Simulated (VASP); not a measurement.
Runs of VASP 6.6.1 on Be. The structure is that of space group Fm-3m (No. 225), or close to it. The cells are those of the table. 

```csv
task,cell,cutoff (eV),k mesh for the DOS,occupations for the DOS,gap on the mesh (eV),pressure (GPa)
single point,"a = 1.932 Å, angles 60.0°, 1 atom",520,-,-,none,97.7
single point,"a = 1.853 Å, angles 60.0°, 1 atom",520,-,-,none,158.8
relaxation of cell and atoms,"relaxed from a = 2.202 Å, angles 60.0°, 1 atom",600,-,-,none,-0.1
single point,"a = 1.683 Å, angles 60.0°, 1 atom",520,-,-,none,(a)
```

Alike in all rows: level LDA; potentials or basis VASP PAW LDA potentials, release 64 (Be); no spin polarisation; k mesh 21 × 21 × 21; smearing fermi-dirac 0.05 eV.

Q: Fill in the values left out.

A: (a) 399.4.

A gap of «none» marks levels without a gap at the run's occupations.
